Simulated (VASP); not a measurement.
Here is a VASP 6.6.1 calculation.

Contents of INCAR:

```
SYSTEM = Bi
  PREC = Accurate
  ENCUT = 600
  EDIFF = 1E-6
  ISMEAR = -1
  SIGMA = 0.08
  LREAL = .False.
  LASPH = .True.
  NELM = 80
  ALGO = Normal
  ISIF = 3
  LWAVE = .False.
  LCHARG = .False.
  GGA = PE
  IBRION = 2
  NSW = 60
  EDIFFG = -0.005
  PSTRESS = 920.0
```

The input KPOINTS:

```
Automatic mesh
0
Gamma
  12 12 12
  0 0 0
```

File POSCAR:

```
Bi
1.0
    1.8506669918     -1.0684830859      3.2695116855
    0.0000000000      2.1369661718      3.2695116855
   -1.8506669918     -1.0684830859      3.2695116855
Bi
2
Direct
    0.2320000000      0.2320000000      0.2320000000
   -0.2320000000     -0.2320000000     -0.2320000000
```

Potentials or basis: VASP PAW PBE potentials, release 64 (Bi_d).

The run is started by

```sh
$ cat potpaw_PBE.64/Bi_d/POTCAR > POTCAR
$ mpirun -np 1 vasp_std > vasp.out
```

Question: What does it give for the relaxed cell?

Answer: a = 5.163 Å, b = 5.163 Å, c = 5.163 Å, α = 33.60°, β = 33.60°, γ = 33.60°.

Question: Estimate the relaxed volume.

Answer: 18.78 Å³/atom.

Forces in eV/Å, atoms in the order of the input:
```
Bi   0.000  0.000 -0.003
Bi   0.000  0.000  0.003
```

Caveat: the cell is relaxed towards a set pressure, so the run minimises the enthalpy, not the energy; a cell axis changed by over 15 % at a fixed basis, so the end point is rough.
